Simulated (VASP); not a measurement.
Write the native input for VASP 6.6.1 that does the following.

```yaml
Task: relaxation of cell and atoms
Functional: PBEsol
Potentials_or_basis: VASP PAW PBE potentials, release 64 (Ta_pv)
Cutoff: 600 eV
k_mesh: 12 × 12 × 7
Occupations: fermi-dirac, width 0.1 eV
Spin: no spin polarisation
Dipole_correction: no
Further_INCAR_settings: ALGO = Normal; EDIFF = 1e-06; IBRION = 2; EDIFFG = -0.01; NSW = 80; ISIF = 3
```

The structure of Ta lies in POSCAR:

```
Ta
1.0
    2.9451288715      0.0000000000      0.0000000000
   -1.4725644358      2.5505564202      0.0000000000
    0.0000000000      0.0000000000      4.8093954472
Ta
2
Direct
    0.3333333333      0.6666666667      0.2500000000
    0.6666666667      0.3333333333      0.7500000000
```

This isn't the form of Ta at room conditions, which is bcc.

The input as run:

INCAR

```
  PREC = Accurate
  ENCUT = 600
  EDIFF = 1E-6
  ISMEAR = -1
  SIGMA = 0.1
  LREAL = F
  LASPH = T
  NELM = 80
  ALGO = Normal
  ISIF = 3
  LWAVE = F
  LCHARG = F
  GGA = PS
  IBRION = 2
  NSW = 80
  EDIFFG = -0.01
```

KPOINTS

```
Automatic mesh
0
Gamma
  12 12 7
```

Potentials or basis: VASP PAW PBE potentials, release 64 (Ta_pv).

Command:

```console
$ cat potpaw_PBE.64/Ta_pv/POTCAR > POTCAR
$ mpirun -np 1 vasp_std > vasp.out
```

Results of the run:

```json
{
 "Relaxed volume": "18.13 Å³/atom",
 "Relaxed cell": "a = 2.864 Å, b = 2.864 Å, c = 5.103 Å, α = 90.00°, β = 90.00°, γ = 120.00°",
 "Space group after relaxing (to 0.1 Å)": "P6_3/mmc (No. 194)",
 "Energy gained by relaxing": "47.7 meV/atom",
 "Ionic steps": "7",
 "Pressure after relaxing": "0.0 GPa",
 "Band gap on the k mesh": "zero (bands 11 and 12 overlap by 1.83 eV)"
}
```

Caveat: the PAW data sets were made with another functional, which shifts forces and pressure a little; spin-orbit coupling is left out, which moves the levels of the heavy elements.

It took 77 s on 1 thread of Intel(R) Xeon(R) 6975P-C (Granite Rapids), with other jobs on the host, peak memory 0.19 GiB.
